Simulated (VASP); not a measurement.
Crystal: Ta3H.

```
Ta H
1.0
    -1.84747    1.84747    4.12683
     1.84747   -1.84747    4.12683
     1.84747    1.84747   -4.12683
Ta H
3 1
Direct
  0.50000 0.50000 0.00000
  0.25000 0.75000 0.50000
  0.75000 0.25000 0.50000
  0.00000 0.00000 0.00000
```

| Property | Result |
| --- | --- |
| Program | VASP 6.6.1 |
| Task | relaxation of cell and atoms |
| Functional | PBE |
| Potentials or basis | VASP PAW PBE potentials, release 64 (Ta_pv, H) |
| Cutoff | 600 eV |
| k mesh | 6 × 6 × 6 |
| Occupations | gaussian, width 0.1 eV |
| Spin | no spin polarisation |

At the start: pressure 26.1 GPa; volume 14.09 Å³/atom.

**Question.** Where does the relaxation end?

**Answer.** Over 12 steps the energy falls by 157.0 meV/atom and the volume is 16.09 Å³/atom (+14.2 %); space group I4/mmm (No. 139, to 0.1 Å) before and after.

The path:
| step | energy change (eV) | largest force (eV/Å) | pressure (GPa) | volume (Å³) |
| --- | --- | --- | --- | --- |
| 1 | 0.0000 | 0.0000 | 26.09 | 56.34 |
| 2 | 0.3143 | 0.0000 | -19.64 | 77.18 |
| 3 | -0.5908 | 0.0000 | -0.92 | 64.73 |
| 4 | -0.5917 | 0.0000 | -0.21 | 64.42 |
| 5 | -0.5916 | 0.0000 | 0.19 | 64.26 |
| 6 | -0.5992 | 0.0000 | 0.25 | 64.23 |
| 7 | -0.6117 | 0.0000 | 0.48 | 64.14 |
| 8 | -0.6250 | 0.0000 | 1.31 | 63.83 |
| 9 | -0.6246 | 0.0000 | 0.94 | 63.97 |
| 10 | -0.6263 | 0.0000 | 1.13 | 63.89 |
| 11 | -0.6080 | 0.0000 | -3.56 | 65.97 |
| 12 | -0.6279 | 0.0000 | 0.02 | 64.35 |

Final structure:
```yaml
crystal:
  lattice:
    - [-2.00170, 2.00170, 4.01518]
    - [2.00170, -2.00170, 4.01518]
    - [2.00170, 2.00170, -4.01518]
  atoms:
    - { symbol: Ta, position: [0.50000, 0.50000, 0.00000] }
    - { symbol: Ta, position: [0.25000, 0.75000, 0.50000] }
    - { symbol: Ta, position: [0.75000, 0.25000, 0.50000] }
    - { symbol: H, position: [0.00000, 0.00000, 0.00000] }
```
